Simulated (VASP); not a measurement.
Input of a VASP 6.6.1 run:

Contents of INCAR:

```
SYSTEM = Ta2N
  PREC = Accurate
  ENCUT = 520
  EDIFF = 1E-6
  ISMEAR = 0
  SIGMA = 0.15
  LREAL = .FALSE.
  LASPH = .TRUE.
  NELM = 100
  ALGO = Normal
  ISIF = 2
  LWAVE = .FALSE.
  LCHARG = .TRUE.
  GGA = PS
  LELF = .TRUE.
  LVHAR = .TRUE.
  NBANDS = 36
```

File KPOINTS:

```
regular mesh
0
G
  17 17 5
  0 0 0
```

The input POSCAR:

```
Ta2N
1.0
   -3.0786153856      0.0000000000      0.0000000000
   -1.5393076928     -2.6661591324      0.0000000000
    0.0000000000      0.0000000000     15.6465143614
Ta N
4 2
Direct
    0.6666666667      0.6666666667      0.0759116908
    0.6666666667      0.6666666667      0.3841756957
    0.3333333333      0.3333333333      0.5406163192
    0.3333333333      0.3333333333      0.2323523142
    0.0000000000      0.0000000000      0.1541320025
    0.0000000000      0.0000000000      0.4623960074
```

Potentials or basis: VASP PAW PBE potentials, release 64 (Ta_pv, N).

Run with:

```sh
$ cat potpaw_PBE.64/Ta_pv/POTCAR potpaw_PBE.64/N/POTCAR > POTCAR
$ mpirun -np 1 vasp_std > vasp.out
```

(1) What does it give for the largest force?

(2) What does it give for the band gap on the k mesh?

## Answers

(1) 0.378 eV/Å.

(2) zero (bands 27 and 28 overlap by 1.08 eV).

Caveat: the cell differs from its parent crystal (the distance across one plane changed); the PAW data sets were made with another functional, which shifts forces and pressure a little; spin-orbit coupling is left out, which moves the levels of the heavy elements.
